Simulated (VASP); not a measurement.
Here is a VASP 6.6.1 calculation.

Contents of POSCAR:

```
PbS
1.0
    2.0374927619     -5.8689911772      0.0000000000
    2.0374927619      5.8689911772      0.0000000000
    0.0000000000      0.0000000000      4.1919633476
Pb S
2 2
Direct
    0.8694366500      0.1305633500      0.7500000000
    0.1305633500      0.8694366500      0.2500000000
    0.6452029100      0.3547970900      0.7500000000
    0.3547970900      0.6452029100      0.2500000000
```

INCAR.step1

```
SYSTEM = PbS
PREC = Accurate ; ENCUT = 520
ISMEAR = -1 ; SIGMA = 0.02
LREAL = .False. ; LASPH = .True.
NELM = 80 ; NBANDS = 28
GGA = PE ; ALGO = Normal
EDIFF = 1E-4 ; LWAVE = .True.
LCHARG = .False.
```

INCAR.step2

```
SYSTEM = PbS
PREC = Accurate ; ENCUT = 520
EDIFF = 1E-7 ; ISMEAR = -1
SIGMA = 0.02 ; LREAL = .False.
LASPH = .True. ; NELM = 80
ALGO = Normal ; ISIF = 2
LWAVE = .False. ; LCHARG = .True.
METAGGA = R2SCAN ; LMIXTAU = .True.
LELF = .True. ; LVHAR = .True.
NBANDS = 28 ; ISTART = 1
```

KPOINTS

```
regular mesh
0
Gamma
  4 4 4
  0 0 0
```

Potentials or basis: VASP PAW PBE potentials, release 64 (Pb_d, S).

Command:

```sh
$ cat potpaw_PBE.64/Pb_d/POTCAR potpaw_PBE.64/S/POTCAR > POTCAR
$ cp INCAR.step1 INCAR
$ mpirun -np 1 vasp_std > vasp.out
$ cp INCAR.step2 INCAR
$ mpirun -np 1 vasp_std > vasp.out
```

Task: Estimate the band gap on the k mesh.

Result: 1.44 eV, indirect (least direct gap 1.93 eV).

Task: Estimate the largest force.

Result: 0.405 eV/Å.

Task: Predict the pressure.

Result: 3.8 GPa.

Stress tensor (GPa, compression positive):
```
4.04 0.00 0.00
0.00 3.56 0.00
0.00 0.00 3.91
```

Caveat: the PAW data sets were made with another functional, which shifts forces and pressure a little; spin-orbit coupling is left out, which moves the levels of the heavy elements. A k mesh can miss the band edges.
